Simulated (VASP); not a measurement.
**MgS5: relaxation of cell and atoms with PBE**

Crystal: MgS5.

```
Mg S
1.0
     3.38220    0.00000    0.00000
    -1.69110    2.92907    0.00000
     0.00000    0.00000   17.09123
Mg S
1 5
Cartesian
  0.0000 0.0000 0.0000
  1.6911 0.9764 14.2704
  0.0000 0.0000 11.4053
  1.6911 0.9764 8.5456
  0.0000 0.0000 5.6859
  1.6911 0.9764 2.8209
```

```json
{"Program": "VASP 6.6.1", "Task": "relaxation of cell and atoms", "Functional": "PBE", "Potentials or basis": "VASP PAW PBE potentials, release 64 (Mg, S)", "Cutoff": "600 eV", "k mesh": "6 × 6 × 1", "Occupations": "gaussian, width 0.1 eV", "Spin": "no spin polarisation", "Dipole correction": "no", "Further INCAR settings": "ALGO = Normal; EDIFF = 1e-06; IBRION = 2; EDIFFG = -0.04; NSW = 90; ISIF = 3"}
```

* Relaxed volume: 24.48 Å³/atom
* Relaxed cell: a = 4.115 Å, b = 4.115 Å, c = 10.017 Å, α = 90.00°, β = 90.00°, γ = 120.00°
* Space group after relaxing (to 0.05 Å): P-6m2 (No. 187)
* Energy gained by relaxing: 1441.6 meV/atom
* Ionic steps: 26
* Pressure after relaxing: 0.0 GPa
* Largest force after relaxing: 0.005 eV/Å
* Band gap on the k mesh: zero (band 16 reaches 3.45 eV, above the bottom of band 17 at 2.45 eV)

Forces on the atoms (eV/Å):
```
Mg   0.000  0.000  0.000
S    0.000  0.000  0.002
S    0.000  0.000  0.005
S    0.000  0.000  0.000
S    0.000  0.000 -0.005
S    0.000  0.000 -0.002
```

Stress tensor (GPa, compression positive):
```
-0.06  0.00  0.00
 0.00 -0.06  0.00
 0.00  0.00  0.09
```

The path:
```tsv
step	energy change (eV)	largest force (eV/Å)	pressure (GPa)	volume (Å³)
1	0.0000	0.8786	-10.98	169.32
2	-3.1700	1.1943	-9.83	126.17
3	10.4814	2.7136	177.53	51.69
4	-3.7888	1.1444	-7.21	114.07
5	-4.2104	1.2704	6.74	91.57
6	-4.2958	1.2460	0.26	98.75
7	-4.3009	1.2531	1.30	97.38
8	-4.7846	1.3653	3.72	95.74
9	-5.8386	1.8145	19.30	89.77
10	-5.8643	1.9270	10.89	92.31
11	-5.9760	1.2888	15.06	90.93
12	-6.1127	1.1673	14.91	91.97
13	-6.3464	1.6951	14.74	95.03
14	-6.5159	1.9514	15.37	100.85
15	-6.7889	2.9155	17.62	110.98
16	-7.8797	2.9475	10.45	125.02
17	-7.5469	5.8979	6.18	148.92
18	-8.1458	3.5144	7.70	134.22
19	-8.5784	0.7107	1.61	140.74
20	-8.5790	0.7753	1.40	141.04
21	-8.6200	0.4984	0.97	142.70
22	-8.6448	0.1377	0.48	145.07
23	-8.6450	0.2018	0.44	145.28
24	-8.6481	0.1155	0.16	146.05
25	-8.6489	0.0922	-0.09	146.75
26	-8.6493	0.0051	-0.01	146.86
```

Final structure:
```
CELL_PARAMETERS angstrom
4.11451 0.00000 0.00000
-2.05725 3.56327 0.00000
0.00000 0.00000 10.01669
ATOMIC_POSITIONS crystal
Mg 0.00000 0.00000 0.00000
S 0.66667 0.33333 0.88985
S 0.00000 0.00000 0.60000
S 0.66667 0.33333 0.50000
S 0.00000 0.00000 0.40000
S 0.66667 0.33333 0.11015
```

Levels at points of the mesh, in eV from the Fermi level:
| k point | band 13 | band 14 | band 15 | band 16 | band 17 | band 18 | band 19 | band 20 |
| --- | --- | --- | --- | --- | --- | --- | --- | --- |
| (0.00, 0.00, 0.00) | -0.81 | -0.81 | -0.57 | -0.57 | -0.43 | -0.43 | 1.07 | 1.20 |
| (0.50, 0.00, 0.00) | -2.48 | -1.32 | -0.72 | 0.56 | 1.23 | 1.80 | 1.96 | 2.43 |

It took 9.2 min on 1 thread of Intel(R) Xeon(R) Platinum 8375C CPU @ 2.90GHz (Ice Lake) (shared host), peak memory 0.36 GiB.

Caveat: the k points lie up to 0.63 Å⁻¹ apart in the final cell.
